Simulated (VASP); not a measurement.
# Al8Au3 in VASP: notebook

Runs on Al8Au3. Level: LDA. Tasks: single point.

Program: VASP 6.6.1. These are calculated values, not measurements. Logs are shortened: lines on timing, memory, paths and dates and some standing lists are left out, and cuts for length are marked.

## (1) The cell of the first run

The cell holds a slab with vacuum, 11 atoms: a = 4.243 Å, b = 4.243 Å, c = 32.124 Å, α = 90.00°, β = 90.00°, γ = 120.00°.

## (2) Single point, LDA

Input file INCAR:

```
SYSTEM = Al8Au3
  PREC = Accurate
  ENCUT = 520
  EDIFF = 1E-6
  ISMEAR = 0
  SIGMA = 0.1
  LREAL = .FALSE.
  LASPH = .TRUE.
  NELM = 60
  ALGO = Normal
  ISIF = 2
  LWAVE = .FALSE.
  LCHARG = .FALSE.
  LDIPOL = .TRUE.
  IDIPOL = 3
  DIPOL = 0.5 0.5 0.499
  GGA = CA
  NBANDS = 40
```

Input file KPOINTS:

```
Automatic mesh
0
G
  9 9 1
  0 0 0
```

Input file POSCAR:

```
Al8Au3
1.0
    4.2426406861     -0.0000000029      0.0000000000
   -2.1213203406      3.6742346148      0.0000000000
    0.0000000000      0.0000000000     32.1243554690
Al Au
8 3
Direct
    0.6666666667      0.3333333333      0.3112902922
    0.0000000000      0.0000000000      0.3652073502
    0.3333333333      0.6666666667      0.4191244083
    0.6666666667      0.3333333333      0.4730414663
    0.0000000000      0.0000000000      0.5240292013
    0.3333333333      0.6666666667      0.5804737129
    0.6666666667      0.3333333333      0.6354827577
    0.0000000000      0.0000000000      0.6829738571
    0.6666666667      0.3333333333      0.3921658839
    0.3333333333      0.6666666667      0.4992667482
    0.0000000000      0.0000000000      0.6033919265
```

Potentials or basis: VASP PAW LDA potentials, release 64 (Al, Au).

Launch:

```bash
> cat potpaw_LDA.64/Al/POTCAR potpaw_LDA.64/Au/POTCAR > POTCAR
> mpirun -np 1 vasp_std > vasp.out
```

OUTCAR:

```text
SYSTEM = Al8Au3
   PREC = Accurate
   ENCUT = 520
   EDIFF = 1E-6
   ISMEAR = 0
   LREAL = .FALSE.
   LASPH = .TRUE.
   NELM = 60
   ISIF = 2
   GGA = CA

 ion  position               nearest neighbor table
   1  0.667  0.333  0.311-   9 2.60   2 3.00   2 3.00   2 3.00
   2  0.000  0.000  0.365-   9 2.60   9 2.60   9 2.60   1 3.00   1 3.00   1 3.00   3 3.00   3 3.00
                             3 3.00
   3  0.333  0.667  0.419-  10 2.57   9 2.60   9 2.60   9 2.60   4 3.00   4 3.00   4 3.00   2 3.00
                             2 3.00   2 3.00
   4  0.667  0.333  0.473-  10 2.59  10 2.59  10 2.59   9 2.60   5 2.95   5 2.95   5 2.95   3 3.00
                             3 3.00   3 3.00
   5  0.000  0.000  0.524-  11 2.55  10 2.58  10 2.58  10 2.58   4 2.95   4 2.95   4 2.95   6 3.05
                             6 3.05   6 3.05
   6  0.333  0.667  0.580-  11 2.56  11 2.56  11 2.56  10 2.61   7 3.02   7 3.02   7 3.02   5 3.05
                             5 3.05   5 3.05
   7  0.667  0.333  0.635-  11 2.66  11 2.66  11 2.66   8 2.89   8 2.89   8 2.89   6 3.02   6 3.02
                             6 3.02
   8  0.000  0.000  0.683-  11 2.56   7 2.89   7 2.89   7 2.89
   9  0.667  0.333  0.392-   4 2.60   3 2.60   3 2.60   3 2.60   2 2.60   2 2.60   2 2.60   1 2.60

  10  0.333  0.667  0.499-   3 2.57   5 2.58   5 2.58   5 2.58   4 2.59   4 2.59   4 2.59   6 2.61

  11  0.000  0.000  0.603-   5 2.55   8 2.56   6 2.56   6 2.56   6 2.56   7 2.66   7 2.66   7 2.66

  LATTYP: Found a hexagonal cell.
 ALAT       =     4.2426406861
 C/A-ratio  =     7.5717831996

  Lattice vectors:

 A1 = (   4.2426406861,  -0.0000000029,   0.0000000000)
 A2 = (  -2.1213203406,   3.6742346148,   0.0000000000)
 A3 = (   0.0000000000,   0.0000000000,  32.1243554690)

Analysis of symmetry for initial positions (statically):
=====================================================================
 Subroutine PRICEL returns:
 Original cell was already a primitive cell.

 Routine SETGRP: Setting up the symmetry group for a
 hexagonal supercell.

 Subroutine GETGRP returns: Found  6 space group operations
 (whereof  6 operations were pure point group operations)
 out of a pool of 24 trial point group operations.

The static configuration has the point symmetry C_3v.

Analysis of symmetry for dynamics (positions and initial velocities):
=====================================================================
 Subroutine PRICEL returns:
 Original cell was already a primitive cell.

 Routine SETGRP: Setting up the symmetry group for a
 hexagonal supercell.

 Subroutine GETGRP returns: Found  6 space group operations
 (whereof  6 operations were pure point group operations)
 out of a pool of 24 trial point group operations.

The dynamic configuration has the point symmetry C_3v.

 Subroutine INISYM returns: Found  6 space group operations
 (whereof  6 operations are pure point group operations),
 and found     1 'primitive' translations

----------------------------------------------------------------------------------------

                                     Primitive cell

  volume of cell :     500.7691

  direct lattice vectors                    reciprocal lattice vectors
     4.242640686 -0.000000003  0.000000000     0.235702261  0.136082763  0.000000000
    -2.121320341  3.674234615  0.000000000     0.000000000  0.272165527  0.000000000
     0.000000000  0.000000000 32.124355469     0.000000000  0.000000000  0.031129029

  length of vectors
     4.242640686  4.242640686 32.124355469     0.272165527  0.272165527  0.031129029

  position of ions in fractional coordinates (direct lattice)
     0.666666667  0.333333333  0.311290292
     0.000000000  0.000000000  0.365207350
     0.333333333  0.666666667  0.419124408
     0.666666667  0.333333333  0.473041466
     0.000000000  0.000000000  0.524029201
     0.333333333  0.666666667  0.580473713
     0.666666667  0.333333333  0.635482758
     0.000000000  0.000000000  0.682973857
     0.666666667  0.333333333  0.392165884
     0.333333333  0.666666667  0.499266748
     0.000000000  0.000000000  0.603391927

  ion indices of the primitive-cell ions
   primitive index   ion index
                 1           1
                 2           2
[... 26 lines left out ...]
     0.030240614  0.030240614  0.031129029

  Shift w.r.t. Gamma in fractional coordinates (k-lattice)
     0.000000000  0.000000000  0.000000000

 Subroutine IBZKPT returns following result:
 ===========================================

 Found     12 irreducible k-points:

 Following reciprocal coordinates:
            Coordinates               Weight
  0.000000  0.000000  0.000000      1.000000
  0.111111  0.000000  0.000000      6.000000
  0.222222 -0.000000  0.000000      6.000000
  0.333333  0.000000  0.000000      6.000000
  0.444444 -0.000000  0.000000      6.000000
  0.111111  0.111111  0.000000      6.000000
  0.222222  0.111111  0.000000     12.000000
  0.333333  0.111111  0.000000     12.000000
  0.444444  0.111111  0.000000      6.000000
  0.222222  0.222222  0.000000      6.000000
  0.333333  0.222222  0.000000     12.000000
  0.333333  0.333333  0.000000      2.000000
   k-points           NKPTS =     12   k-points in BZ     NKDIM =     12   number of bands    NBANDS=     40
   number of dos      NEDOS =    301   number of ions     NIONS =     11
   total plane-waves  NPLWV = 245760
   dimension x,y,z NGX =    32 NGY =   32 NGZ =  240
   dimension x,y,z NGXF=    64 NGYF=   64 NGZF=  480
   ions per type =               8   3
   NGX,Y,Z   is equivalent  to a cutoff of  12.54, 12.54, 12.42 a.u.
   NGXF,Y,Z  is equivalent  to a cutoff of  25.08, 25.08, 24.84 a.u.
 SYSTEM =  Al8Au3
   PREC   = accura    normal or accurate (medium, high low for compatibility)
   ISTART =      0    job   : 0-new  1-cont  2-samecut
   ICHARG =      2    charge: 1-file 2-atom 10-const
   ISPIN  =      1    spin polarized calculation?
   LNONCOLLINEAR =      F non collinear calculations
   LSORBIT =      F    spin-orbit coupling
   LASPH  =      T    aspherical Exc in radial PAW
   ENCUT  =  520.0 eV  38.22 Ry    6.18 a.u.   7.89  7.89 59.73*2*pi/ulx,y,z
   NELM   =     60;   NELMIN=  2; NELMDL= -5     # of ELM steps
   EDIFF  = 0.1E-05   stopping-criterion for ELM
   LREAL  =      F    real-space projection
   EDIFFG = 0.1E-04   stopping-criterion for IOM
   NSW    =      0    number of steps for IOM
   IBRION =     -1    ionic relax: 0-MD 1-quasi-New 2-CG
   NFREE  =      0    steps in history (QN), initial steepest desc. (CG)
   ISIF   =      2    stress and relaxation
   ISYM   =      2    0-nonsym 1-usesym 2-fastsym
   POTIM  = 0.5000    time-step for ionic-motion
   TEBEG  =    0.0;   TEEND  =   0.0 temperature during run
   PSTRESS=    0.0 pullay stress
   NELECT =      57.0000    total number of electrons
   NUPDOWN=      -1.0000    fix difference up-down
   EMIN   =  10.00;   EMAX   =-10.00  energy-range for DOS
   EFERMI =   0.00;   METHOD = LEGACY
   ISMEAR =     0;   SIGMA  =   0.10  broadening in eV -4-tet -1-fermi 0-gaus
   EFERMI_NEDOS =   21; number of points for ismear=-14 and -15
   IALGO  =     38    algorithm
   IMIX   =      4    mixing-type and parameters
     AMIX     =   0.40;   BMIX     =  1.00
     AMIX_MAG =   1.60;   BMIX_MAG =  1.00
  volume/ion in A,a.u.               =      45.52       307.21
  Fermi-wavevector in a.u.,A,eV,Ry     =   0.793391  1.499292  8.564449  0.629469
  Thomas-Fermi vector in A             =   1.899317
   LORBIT       =      0    0 simple, 1 ext, 2 COOP (PROOUT), +10 PAW based schemes
   GGA     = CA    functional components
   LHFCALC =     F    Hartree Fock is set to
   AEXX    =    0.0000 exact exchange contribution
   IVDW    =     0    specifies the selected vdW correction
   LEPSILON=     F    determine dielectric tensor
   LRPA    =     F    only Hartree local field effects (RPA)
 non-spin polarized calculation
 Gauss-broadening in eV      SIGMA  =   0.10
  energy-cutoff  :      520.00
  volume of cell :      500.77
 maximum number of plane-waves:     13590
 NGX is ok and might be reduce to    32
   NGX = 15   NGY = 15   NGZ =119

 dipolmoment           0.000000      0.000000      0.015715 electrons x Angstroem

 number of electron      57.0000000 magnetization

 dipolmoment           0.000000      0.000000     -0.011535 electrons x Angstroem

 Free energy of the ion-electron system (eV)
  ---------------------------------------------------
  ext. energy  EPLUGINS =         0.00000000
  ---------------------------------------------------
  free energy    TOTEN  =       -47.25805542 eV

  energy without entropy =      -47.22686355  energy(sigma->0) =      -47.24245948

 E-fermi :   0.2231     XC(G=0):  -4.9359

 val. band max:        0.2214278643   @ k =   0.2222   0.2222   0.0000
 cond. band min:       0.2337859613   @ k =   0.1111   0.0000   0.0000
 fundamental gap:      0.0123580970
 Fermi energy:         0.2230721491

 k-point     1 :       0.0000    0.0000    0.0000
  band No.  band energies     occupation
      1     -10.2862      2.00000
      2      -9.5762      2.00000
      3      -8.8399      2.00000
      4      -6.8227      2.00000
      5      -6.6629      2.00000
      6      -6.6022      2.00000
[... 505 lines left out ...]
     39       5.3782      0.00000
     40       5.4723      0.00000

------------------------ aborting loop because EDIFF is reached ----------------------------------------

 vacuum level on the upper side and lower side of the slab       (xc-potential included)        -0.180        -0.037

  FORCE on cell =-STRESS in cart. coord.  units (eV):
  Direction    XX          YY          ZZ          XY          YZ          ZX
  --------------------------------------------------------------------------------------
  -------------------------------------------------------------------------------------
  Total       -4.1116635     -4.1116635     -0.3276598      0.0000000     -0.0000000      0.0000000
  in kB      -13.1549920    -13.1549920     -1.0483257      0.0000000     -0.0000000      0.0000000
  external PRESSURE =      -9.1194366 kB  Pullay stress =       0.0000000 kB

 VOLUME and BASIS-vectors are now :
 -----------------------------------------------------------------------------
  energy-cutoff  :      520.00
  volume of cell :      500.77
      direct lattice vectors                 reciprocal lattice vectors
     4.242640686 -0.000000003  0.000000000     0.235702261  0.136082763  0.000000000
    -2.121320341  3.674234615  0.000000000     0.000000000  0.272165527  0.000000000
     0.000000000  0.000000000 32.124355469     0.000000000  0.000000000  0.031129029

 POSITION                                       TOTAL-FORCE (eV/Angst)
 -----------------------------------------------------------------------------------
      2.12132      1.22474     10.00000         0.000000     -0.000000      0.208224
      0.00000      0.00000     11.73205        -0.000000      0.000000     -0.309010
      0.00000      2.44949     13.46410         0.000000     -0.000000     -0.316109
      2.12132      1.22474     15.19615         0.000000      0.000000     -0.058283
      0.00000      0.00000     16.83410        -0.000000      0.000000      0.005931
      0.00000      2.44949     18.64734         0.000000      0.000000      0.000441
      2.12132      1.22474     20.41447        -0.000000     -0.000000      0.026349
      0.00000      0.00000     21.94009        -0.000000      0.000000      0.014327
      2.12132      1.22474     12.59808        -0.000000     -0.000000      0.419124
      0.00000      2.44949     16.03862        -0.000000     -0.000000      0.003004
      0.00000      0.00000     19.38358        -0.000000     -0.000000      0.006002
 -----------------------------------------------------------------------------------
    total drift:                               -0.000000      0.000000     -0.000052

  FREE ENERGIE OF THE ION-ELECTRON SYSTEM (eV)
  ---------------------------------------------------
  free  energy   TOTEN  =       -47.2580554211 eV

  energy  without entropy=      -47.2268635467  energy(sigma->0) =      -47.24245948

 vacuum level on the upper side and lower side of the slab         4.676         4.816
```

Wall time 9.5 min (1 thread of Oxide Virtual Turin-like, shared host); peak memory 0.47 GiB.

What came out:

```
Free energy   : -47.2581 eV
Largest force : 0.419 eV/Å
```

Forces on the atoms (eV/Å):
```
Al   0.000  0.000  0.208
Al   0.000  0.000 -0.309
Al   0.000  0.000 -0.316
Al   0.000  0.000 -0.058
Al   0.000  0.000  0.006
Al   0.000  0.000  0.000
Al   0.000  0.000  0.026
Al   0.000  0.000  0.014
Au   0.000  0.000  0.419
Au   0.000  0.000  0.003
Au   0.000  0.000  0.006
```

Levels at points of the mesh, in eV from the Fermi level:
```csv
k point,band 27,band 28,band 29,band 30,band 31,band 32
"(0.00, 0.00, 0.00)",1.07,1.93,1.93,2.31,2.50,2.73
```

Caveat: spin-orbit coupling is left out, which moves the levels of the heavy elements.

## (3) Single point, LDA

Input file INCAR:

```
  PREC = Accurate
  ENCUT = 520
  EDIFF = 1E-6
  ISMEAR = 0
  SIGMA = 0.1
  LREAL = F
  LASPH = T
  NELM = 80
  ALGO = Normal
  ISIF = 2
  LWAVE = F
  LCHARG = F
  LDIPOL = T
  IDIPOL = 3
  DIPOL = 0.5 0.5 0.499
  GGA = CA
  NBANDS = 40
```

Input file KPOINTS:

```
Automatic mesh
0
Gamma
  18 18 1
```

Input file POSCAR:

```
Al8Au3
1.0
    4.2426406900      0.0000000000      0.0000000000
   -2.1213203400      3.6742346100      0.0000000000
    0.0000000000      0.0000000000     32.1243554690
Al Au
8 3
Direct
    0.6666666660      0.3333333332      0.3112902922
    0.0000000000      0.0000000000      0.3652073502
    0.3333333332      0.6666666673      0.4191244083
    0.6666666660      0.3333333332      0.4730414663
    0.0000000000      0.0000000000      0.5240292013
    0.3333333332      0.6666666673      0.5804737129
    0.6666666660      0.3333333332      0.6354827577
    0.0000000000      0.0000000000      0.6829738571
    0.6666666660      0.3333333332      0.3921658839
    0.3333333332      0.6666666673      0.4992667482
    0.0000000000      0.0000000000      0.6033919265
```

Potentials or basis: VASP PAW LDA potentials, release 64 (Al, Au).

Launch:

```bash
> cat potpaw_LDA.64/Al/POTCAR potpaw_LDA.64/Au/POTCAR > POTCAR
> mpirun -np 1 vasp_std > vasp.out
```

Run time: 31 min. Hardware: 1 thread of Oxide Virtual Turin-like, shared host; peak memory 0.74 GiB.

It converged, with:

- Free energy: -47.2661 eV
- Largest force: 0.359 eV/Å

Forces in eV/Å, atoms in the order of the input:
```
Al   0.000  0.000  0.244
Al   0.000  0.000 -0.291
Al   0.000  0.000 -0.318
Al   0.000  0.000  0.030
Al   0.000  0.000 -0.073
Al   0.000  0.000 -0.014
Al   0.000  0.000  0.036
Al   0.000  0.000 -0.014
Au   0.000  0.000  0.359
Au   0.000  0.000 -0.001
Au   0.000  0.000  0.041
```

Levels at points of the mesh, in eV from the Fermi level:
```csv
k point,band 27,band 28,band 29,band 30,band 31,band 32
"(0.00, 0.00, 0.00)",1.10,1.96,1.96,2.35,2.52,2.76
"(0.50, 0.00, 0.00)",-1.21,-0.77,-0.37,-0.34,0.34,1.61
```

Caveat: spin-orbit coupling is left out, which moves the levels of the heavy elements.
